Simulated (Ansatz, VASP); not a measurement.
# Au in VASP and in Ansatz

File INCAR:

```
SYSTEM = Au
  PREC = Accurate
  ENCUT = 520
  EDIFF = 1E-7
  ISMEAR = 0
  SIGMA = 0.15
  LREAL = .FALSE.
  LASPH = .TRUE.
  NELM = 60
  ALGO = Fast
  ISIF = 2
  LWAVE = .FALSE.
  LCHARG = .TRUE.
  GGA = PS
  LELF = .TRUE.
  LVHAR = .TRUE.
  NBANDS = 18
```

Contents of KPOINTS:

```
Automatic mesh
0
G
  14 14 14
  0 0 0
```

POSCAR

```
Au
1.0
    0.0000000000     -3.3145380000      0.0000000000
   -3.3145380000      0.0000000000      0.0000000000
    0.0000000000      0.0000000000     -3.3145380000
Au
2
Direct
    0.5226275879      0.5000000000      0.5000000000
   -0.0226275879      0.0000000000      0.0000000000
```

Input for Ansatz:

```yaml
crystal:
  lattice:
    - [0.0, -3.314538, 0.0]
    - [-3.314538, 0.0, 0.0]
    - [0.0, 0.0, -3.314538]
  atoms:
    - { symbol: Au, position: [0.5226275879, 0.5, 0.5] }
    - { symbol: Au, position: [-0.0226275879, 0.0, 0.0] }
basis:
  ecutwfc: 420
kpoints:
  mp_grid: { grid: [14, 14, 14] }
hamiltonian:
  xc: pbesol
scf:
  occupations: { method: gaussian, width: 0.15 }
output:
  forces: true
  stress: true
  eigenvalues: true
```

Change from the starting cell: mode 4 (114.2 1/cm) frozen in, largest displacement +0.075 Å.

Alike in both runs: task single point; functional PBEsol; k mesh 14 × 14 × 14; occupations gaussian, width 0.15 eV; no spin polarisation.

|  | VASP | Ansatz |
| --- | --- | --- |
| version | VASP 6.6.1 | Ansatz 0.2.0 |
| potentials or method | VASP PAW PBE potentials, release 64 (Au), cutoff 520 eV | scalar-relativistic, plane waves, PAW |
| valence electrons in the cell | 22 | 38 |

```csv
,VASP,Ansatz,Ansatz less VASP
gap on the k mesh at the Fermi level (eV),none,none,-
pressure (GPa),-8.1,-7.9,+0.22
"traceless stress, the component that is largest in VASP (GPa)",-0.86,-0.87,-0.009
rms of the force components (eV/Å),0.403,0.406,+0.0031
```

VASP's potentials were made for PBE, not for PBEsol. Atom by atom the forces differ by 0.003 eV/Å (rms over components). A gap of «none» marks a metal or a gap that the smearing closes. VASP's potentials hold 22 valence electrons a cell and Ansatz's 38, so a difference there can come from the potentials and not from the codes.

Spin-orbit coupling is off throughout.
